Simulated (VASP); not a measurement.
# ZrB (Fm-3m) in VASP: notebook, part 2 of 4

VASP 6.6.1.

## 3. Single point, PBE-based screened hybrid with 25 % exact exchange

POSCAR

```
ZrB
1.0
    0.0000000000      2.3250000000      2.3250000000
    2.3250000000      0.0000000000      2.3250000000
    2.3250000000      2.3250000000      0.0000000000
Zr B
1 1
Direct
    0.0000000000      0.0000000000      0.0000000000
    0.5000000000      0.5000000000      0.5000000000
```

INCAR.step1

```
PREC     = Accurate       # precision mode
ENCUT    = 520            # plane-wave cutoff, eV
EDIFF    = 1E-5           # SCF threshold, eV
ISMEAR   = -1             # smearing method
SIGMA    = 0.05           # smearing width, eV
LREAL    = False          # projectors in reciprocal space
LASPH    = True           # aspherical terms in the spheres
NELM     = 100            # most SCF steps
ALGO     = Normal         # electronic algorithm
ISIF     = 2              # what is computed and relaxed
LWAVE    = True           # write WAVECAR
LCHARG   = False          # write CHGCAR
NBANDS   = 14             # bands
GGA      = PE             # functional
```

INCAR.step2

```
PREC     = Accurate       # precision mode
ENCUT    = 520            # plane-wave cutoff, eV
EDIFF    = 1E-7           # SCF threshold, eV
ISMEAR   = -1             # smearing method
SIGMA    = 0.05           # smearing width, eV
LREAL    = False          # projectors in reciprocal space
LASPH    = True           # aspherical terms in the spheres
NELM     = 100            # most SCF steps
ALGO     = Normal         # electronic algorithm
ISIF     = 2              # what is computed and relaxed
LWAVE    = False          # write WAVECAR
LCHARG   = False          # write CHGCAR
GGA      = PE             # functional
LHFCALC  = True           # exact exchange
AEXX     = 0.25           # exact-exchange fraction
HFSCREEN = 0.2078699      # screening, 1/A
PRECFOCK = Normal       
NBANDS   = 14             # bands
ISTART   = 1
```

KPOINTS

```
regular mesh
0
Gamma
  6 6 6
```

Potentials or basis: VASP PAW PBE potentials, release 64 (Zr_sv, B).

Run with:

```
$ cat potpaw_PBE.64/Zr_sv/POTCAR potpaw_PBE.64/B/POTCAR > POTCAR
$ cp INCAR.step1 INCAR
$ mpirun -np 1 vasp_std > vasp.out
$ cp INCAR.step2 INCAR
$ mpirun -np 1 vasp_std > vasp.out
```

OUTCAR:

```text
PREC = Accurate
   ENCUT = 520
   EDIFF = 1E-7
   ISMEAR = -1
   LREAL = False
   LASPH = True
   NELM = 100
   ISIF = 2
   GGA = PE
   LHFCALC = True
   AEXX = 0.25
   HFSCREEN = 0.2078699
   PRECFOCK = Normal
   ISTART = 1

 ion  position               nearest neighbor table
   1  0.000  0.000  0.000-   2 2.33   2 2.33   2 2.33   2 2.33   2 2.33   2 2.33
   2  0.500  0.500  0.500-   1 2.33   1 2.33   1 2.33   1 2.33   1 2.33   1 2.33

  LATTYP: Found a face centered cubic cell.
[... 459 lines left out ...]
------------------------ aborting loop because EDIFF is reached ----------------------------------------

  FORCE on cell =-STRESS in cart. coord.  units (eV):
  Direction    XX          YY          ZZ          XY          YZ          ZX
  --------------------------------------------------------------------------------------
  -------------------------------------------------------------------------------------
  Total        5.3361356      5.3361356      5.3361356     -0.0000000      0.0000000      0.0000000
  in kB      340.1250136    340.1250136    340.1250136     -0.0000000      0.0000000      0.0000000
  external PRESSURE =     340.1250136 kB  Pullay stress =       0.0000000 kB

 VOLUME and BASIS-vectors are now :
 -----------------------------------------------------------------------------
  energy-cutoff  :      520.00
  volume of cell :       25.14
      direct lattice vectors                 reciprocal lattice vectors
     0.000000000  2.325000000  2.325000000    -0.215053763  0.215053763  0.215053763
     2.325000000  0.000000000  2.325000000     0.215053763 -0.215053763  0.215053763
     2.325000000  2.325000000  0.000000000     0.215053763  0.215053763 -0.215053763

 POSITION                                       TOTAL-FORCE (eV/Angst)
 -----------------------------------------------------------------------------------
      0.00000      0.00000      0.00000        -0.000000      0.000000     -0.000000
      2.32500      2.32500      2.32500         0.000000     -0.000000      0.000000
 -----------------------------------------------------------------------------------
    total drift:                               -0.000000     -0.000000     -0.000000

  FREE ENERGIE OF THE ION-ELECTRON SYSTEM (eV)
  ---------------------------------------------------
  free  energy   TOTEN  =       -17.6673163924 eV

  energy  without entropy=      -17.6542496873  energy(sigma->0) =      -17.66078304
```

Wall time 44 min (1 thread of Intel Xeon 8259CL, shared host); peak memory 0.26 GiB.

What came out:

```
Free energy            : -17.6673 eV
Pressure               : 34.0 GPa
Band gap on the k mesh : zero (an odd number of electrons rules out a gap without spin polarisation)
```

Levels at points of the mesh, in eV from the Fermi level:
```csv
k point,band 5,band 6,band 7,band 8,band 9,band 10,band 11,band 12
"(0.00, 0.00, 0.00)",-9.53,2.77,2.77,2.77,4.50,4.50,4.61,4.61
"(0.50, 0.00, 0.00)",-4.69,-4.27,-1.43,-1.43,6.99,6.99,8.68,9.08
"(0.50, 0.50, 0.00)",-7.41,-1.00,-0.55,3.08,3.08,6.44,8.24,8.24
```

Caveat: the k points lie up to 0.39 Å⁻¹ apart, too coarse for converged energies and pressures of a metal; the PAW data sets were made with another functional, which shifts forces and pressure a little.

## 4. Single point, RPBE

INCAR

```
  PREC = Accurate
  ENCUT = 520
  EDIFF = 1E-6
  ISMEAR = -1
  SIGMA = 0.05
  LREAL = F
  LASPH = T
  NELM = 100
  ALGO = Normal
  ISIF = 2
  LWAVE = F
  LCHARG = F
  GGA = RP
  NBANDS = 14
```

KPOINTS

```
Automatic mesh
0
Gamma
  10 10 10
```

POSCAR is that of step 3.

Potentials or basis: VASP PAW PBE potentials, release 64 (Zr_sv, B).

Run with:

```
$ cat potpaw_PBE.64/Zr_sv/POTCAR potpaw_PBE.64/B/POTCAR > POTCAR
$ mpirun -np 1 vasp_std > vasp.out
```

OUTCAR:

```text
PREC = Accurate
   ENCUT = 520
   EDIFF = 1E-6
   ISMEAR = -1
   LREAL = F
   LASPH = T
   NELM = 100
   ISIF = 2
   GGA = RP

 ion  position               nearest neighbor table
   1  0.000  0.000  0.000-   2 2.33   2 2.33   2 2.33   2 2.33   2 2.33   2 2.33
   2  0.500  0.500  0.500-   1 2.33   1 2.33   1 2.33   1 2.33   1 2.33   1 2.33

  LATTYP: Found a face centered cubic cell.
 ALAT       =     4.6500000000

  Lattice vectors:

 A1 = (   0.0000000000,   2.3250000000,   2.3250000000)
 A2 = (   2.3250000000,   0.0000000000,   2.3250000000)
 A3 = (   2.3250000000,   2.3250000000,   0.0000000000)

Analysis of symmetry for initial positions (statically):
=====================================================================
 Subroutine PRICEL returns:
 Original cell was already a primitive cell.

 Routine SETGRP: Setting up the symmetry group for a
 face centered cubic supercell.

 Subroutine GETGRP returns: Found 48 space group operations
 (whereof 48 operations were pure point group operations)
 out of a pool of 48 trial point group operations.

The static configuration has the point symmetry O_h .

Analysis of symmetry for dynamics (positions and initial velocities):
=====================================================================
 Subroutine PRICEL returns:
 Original cell was already a primitive cell.

 Routine SETGRP: Setting up the symmetry group for a
 face centered cubic supercell.

 Subroutine GETGRP returns: Found 48 space group operations
 (whereof 48 operations were pure point group operations)
 out of a pool of 48 trial point group operations.

The dynamic configuration has the point symmetry O_h .

 Subroutine INISYM returns: Found 48 space group operations
 (whereof 48 operations are pure point group operations),
 and found     1 'primitive' translations

----------------------------------------------------------------------------------------

                                     Primitive cell

  volume of cell :      25.1362

  direct lattice vectors                    reciprocal lattice vectors
     0.000000000  2.325000000  2.325000000    -0.215053763  0.215053763  0.215053763
     2.325000000  0.000000000  2.325000000     0.215053763 -0.215053763  0.215053763
     2.325000000  2.325000000  0.000000000     0.215053763  0.215053763 -0.215053763

  length of vectors
     3.288046533  3.288046533  3.288046533     0.372484045  0.372484045  0.372484045

  position of ions in fractional coordinates (direct lattice)
     0.000000000  0.000000000  0.000000000
     0.500000000  0.500000000  0.500000000

  ion indices of the primitive-cell ions
   primitive index   ion index
                 1           1
                 2           2

----------------------------------------------------------------------------------------

 KPOINTS: Automatic mesh

Automatic generation of k-mesh.
 Grid dimensions read from file:
 generate k-points for:   10   10   10

 Generating k-lattice:

  Cartesian coordinates                     Fractional coordinates (reciprocal lattice)
    -0.021505376  0.021505376  0.021505376     0.100000000  0.000000000  0.000000000
     0.021505376 -0.021505376  0.021505376     0.000000000  0.100000000  0.000000000
     0.021505376  0.021505376 -0.021505376     0.000000000  0.000000000  0.100000000

  Length of vectors
     0.037248404  0.037248404  0.037248404

  Shift w.r.t. Gamma in fractional coordinates (k-lattice)
[... 36 lines left out ...]
   total plane-waves  NPLWV =  13824
   dimension x,y,z NGX =    24 NGY =   24 NGZ =   24
   dimension x,y,z NGXF=    48 NGYF=   48 NGZF=   48
   ions per type =               1   1
   NGX,Y,Z   is equivalent  to a cutoff of  12.13, 12.13, 12.13 a.u.
   NGXF,Y,Z  is equivalent  to a cutoff of  24.27, 24.27, 24.27 a.u.
 SYSTEM =  unknown system
   PREC   = accura    normal or accurate (medium, high low for compatibility)
   ISTART =      0    job   : 0-new  1-cont  2-samecut
   ICHARG =      2    charge: 1-file 2-atom 10-const
   ISPIN  =      1    spin polarized calculation?
   LNONCOLLINEAR =      F non collinear calculations
   LSORBIT =      F    spin-orbit coupling
   LASPH  =      T    aspherical Exc in radial PAW
   ENCUT  =  520.0 eV  38.22 Ry    6.18 a.u.   6.11  6.11  6.11*2*pi/ulx,y,z
   NELM   =    100;   NELMIN=  2; NELMDL= -5     # of ELM steps
   EDIFF  = 0.1E-05   stopping-criterion for ELM
   LREAL  =      F    real-space projection
   EDIFFG = 0.1E-04   stopping-criterion for IOM
   NSW    =      0    number of steps for IOM
   IBRION =     -1    ionic relax: 0-MD 1-quasi-New 2-CG
   NFREE  =      0    steps in history (QN), initial steepest desc. (CG)
   ISIF   =      2    stress and relaxation
   ISYM   =      2    0-nonsym 1-usesym 2-fastsym
   POTIM  = 0.5000    time-step for ionic-motion
   TEBEG  =    0.0;   TEEND  =   0.0 temperature during run
   PSTRESS=    0.0 pullay stress
   NELECT =      15.0000    total number of electrons
   NUPDOWN=      -1.0000    fix difference up-down
   EMIN   =  10.00;   EMAX   =-10.00  energy-range for DOS
   EFERMI =   0.00;   METHOD = LEGACY
   ISMEAR =    -1;   SIGMA  =   0.05  broadening in eV -4-tet -1-fermi 0-gaus
   EFERMI_NEDOS =   21; number of points for ismear=-14 and -15
   IALGO  =     38    algorithm
   IMIX   =      4    mixing-type and parameters
     AMIX     =   0.40;   BMIX     =  1.00
     AMIX_MAG =   1.60;   BMIX_MAG =  1.00
  volume/ion in A,a.u.               =      12.57        84.81
  Fermi-wavevector in a.u.,A,eV,Ry     =   1.378285  2.604581 25.846565  1.899669
  Thomas-Fermi vector in A             =   2.503360
   LORBIT       =      0    0 simple, 1 ext, 2 COOP (PROOUT), +10 PAW based schemes
   GGA     = RP    functional components
   LHFCALC =     F    Hartree Fock is set to
   AEXX    =    0.0000 exact exchange contribution
   IVDW    =     0    specifies the selected vdW correction
   LEPSILON=     F    determine dielectric tensor
   LRPA    =     F    only Hartree local field effects (RPA)
 non-spin polarized calculation
  energy-cutoff  :      520.00
  volume of cell :       25.14
 maximum number of plane-waves:       700
   NGX = 13   NGY = 13   NGZ = 13

 number of electron      15.0000000 magnetization

 Free energy of the ion-electron system (eV)
  ---------------------------------------------------
  ext. energy  EPLUGINS =         0.00000000
  ---------------------------------------------------
  free energy    TOTEN  =       -14.78177633 eV

  energy without entropy =      -14.77305644  energy(sigma->0) =      -14.77741638

 E-fermi :   9.1000     XC(G=0): -12.1708

 val. band max:        9.0576434892   @ k =   0.3000   0.2000   0.1000
 cond. band min:       9.1168453238   @ k =   0.5000   0.3000   0.1000
 fundamental gap:      0.0592018346
 Fermi energy:         9.1000314445

 k-point     1 :       0.0000    0.0000    0.0000
  band No.  band energies     occupation
      1     -37.6904      2.00000
      2     -15.4303      2.00000
      3     -15.4303      2.00000
      4     -15.4303      2.00000
      5       0.7374      2.00000
      6      11.0401      0.00000
      7      11.0401      0.00000
      8      11.0401      0.00000
      9      12.7991      0.00000
     10      12.7991      0.00000
     11      12.9318      0.00000
     12      12.9318      0.00000
     13      12.9318      0.00000
     14      20.2295      0.00000
[... 377 lines left out ...]
      1     -37.5619      2.00000
      2     -16.1326      2.00000
      3     -15.7125      2.00000
      4     -15.6822      2.00000
      5       2.9428      2.00000
      6       7.4420      2.00000
      7       8.3562      2.00000
      8      10.4766      0.00000
      9      11.2958      0.00000
     10      14.7312      0.00000
     11      16.3555      0.00000
     12      16.6009      0.00000
     13      20.7439      0.00000
     14      23.3913      0.00000

 [... further k-points ...]

------------------------ aborting loop because EDIFF is reached ----------------------------------------

  FORCE on cell =-STRESS in cart. coord.  units (eV):
  Direction    XX          YY          ZZ          XY          YZ          ZX
  --------------------------------------------------------------------------------------
  -------------------------------------------------------------------------------------
  Total        5.9510710      5.9510710      5.9510710      0.0000000      0.0000000      0.0000000
  in kB      379.3209654    379.3209654    379.3209654      0.0000000      0.0000000      0.0000000
  external PRESSURE =     379.3209654 kB  Pullay stress =       0.0000000 kB

 VOLUME and BASIS-vectors are now :
 -----------------------------------------------------------------------------
  energy-cutoff  :      520.00
  volume of cell :       25.14
      direct lattice vectors                 reciprocal lattice vectors
     0.000000000  2.325000000  2.325000000    -0.215053763  0.215053763  0.215053763
     2.325000000  0.000000000  2.325000000     0.215053763 -0.215053763  0.215053763
     2.325000000  2.325000000  0.000000000     0.215053763  0.215053763 -0.215053763

 POSITION                                       TOTAL-FORCE (eV/Angst)
 -----------------------------------------------------------------------------------
      0.00000      0.00000      0.00000         0.000000      0.000000      0.000000
      2.32500      2.32500      2.32500        -0.000000     -0.000000     -0.000000
 -----------------------------------------------------------------------------------
    total drift:                                0.000000     -0.000000     -0.000000

  FREE ENERGIE OF THE ION-ELECTRON SYSTEM (eV)
  ---------------------------------------------------
  free  energy   TOTEN  =       -14.7817763282 eV

  energy  without entropy=      -14.7730564359  energy(sigma->0) =      -14.77741638
```

OSZICAR:

```text
N       E                     dE             d eps       ncg     rms          rms(c)
DAV:   1     0.986691647881E+02    0.98669E+02   -0.80019E+03  1316   0.104E+03
DAV:   2    -0.127495789297E+02   -0.11142E+03   -0.10617E+03  1640   0.290E+02
DAV:   3    -0.163817547278E+02   -0.36322E+01   -0.36020E+01  1946   0.443E+01
DAV:   4    -0.164429410484E+02   -0.61186E-01   -0.61165E-01  1596   0.547E+00
DAV:   5    -0.164446427363E+02   -0.17017E-02   -0.17016E-02  2016   0.575E-01    0.231E+01
DAV:   6    -0.147847146643E+02    0.16599E+01   -0.22986E+00  1570   0.139E+01    0.875E+00
DAV:   7    -0.147753157774E+02    0.93989E-02   -0.31742E-01  1878   0.401E+00    0.345E+00
DAV:   8    -0.147824243596E+02   -0.71086E-02   -0.30650E-02  1614   0.166E+00    0.400E-01
DAV:   9    -0.147816652320E+02    0.75913E-03   -0.26665E-03  1496   0.374E-01    0.146E-01
DAV:  10    -0.147817820229E+02   -0.11679E-03   -0.34507E-04  1496   0.216E-01    0.269E-02
DAV:  11    -0.147817778569E+02    0.41661E-05   -0.14541E-05  1720   0.311E-02    0.377E-03
DAV:  12    -0.147817763223E+02    0.15346E-05   -0.97813E-07   984   0.111E-02    0.371E-03
DAV:  13    -0.147817763282E+02   -0.59640E-08   -0.90537E-08   790   0.320E-03
   1 F= -.14781776E+02 E0= -.14777416E+02  d E =-.871989E-02
```

It took 13 s on 1 thread of Intel Xeon 8259CL, shared host; peak memory 0.15 GiB.

What came out:

```
Free energy            : -14.7818 eV
Pressure               : 37.9 GPa
Band gap on the k mesh : zero (an odd number of electrons rules out a gap without spin polarisation)
```

Caveat: the cell stands under pressure; the PAW data sets were made with another functional, which shifts forces and pressure a little.

(Part 2 of 4 ends here.)
